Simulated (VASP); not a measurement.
# Ir3O: single point with PBE

System: Ir3O, a slab with vacuum.

```
Ir O
1.0
     2.73676    0.00000    0.00000
     0.00000    2.73676    0.00000
     0.00000    0.00000   19.18834
Ir O
3 1
Direct
  0.50000 0.50000 0.20846
  0.00000 0.00000 0.30457
  0.50000 0.50000 0.40068
  0.66667 0.83333 0.47837
```

```json
{"Program": "VASP 6.6.1", "Task": "single point", "Functional": "PBE", "Potentials or basis": "VASP PAW PBE potentials, release 64 (Ir, O)", "Cutoff": "520 eV", "k mesh": "10 × 10 × 1", "Occupations": "gaussian, width 0.1 eV", "Spin": "no spin polarisation"}
```

```
Largest force          : 1.921 eV/Å
Band gap on the k mesh : zero (an odd number of electrons rules out a gap without spin polarisation)
```

Forces on the atoms (eV/Å):
```
Ir  -0.115 -0.250 -0.232
Ir  -0.307 -0.039 -1.009
Ir   0.976 -1.450  0.798
O   -0.554  1.739  0.443
```

Levels at points of the mesh, in eV from the Fermi level:
```
           k point  band 12  band 13  band 14  band 15  band 16  band 17  band 18  band 19  band 20  band 21
(0.00, 0.00, 0.00)    -1.86    -1.66    -1.26    -1.16    -0.57    -0.09     0.01     0.64     0.88     0.98
(0.50, 0.00, 0.00)    -2.95    -1.95    -1.18    -0.84    -0.20     0.40     0.51     1.28     1.87     2.47
(0.00, 0.50, 0.00)    -2.93    -2.11    -1.36    -0.51    -0.28     0.46     0.54     0.85     2.02     2.22
(0.50, 0.50, 0.00)    -0.52    -0.04     0.38     0.78     0.94     1.16     1.69     2.10     3.98     5.11
```

Wall time 7.1 min on 1 thread of Intel Xeon 8259CL, on a shared host, peak memory 0.33 GiB.

Caveat: spin-orbit coupling is left out, which moves the levels of the heavy elements; an odd number of electrons without spin polarisation forces a metal; a magnetic or distorted state may lie lower.
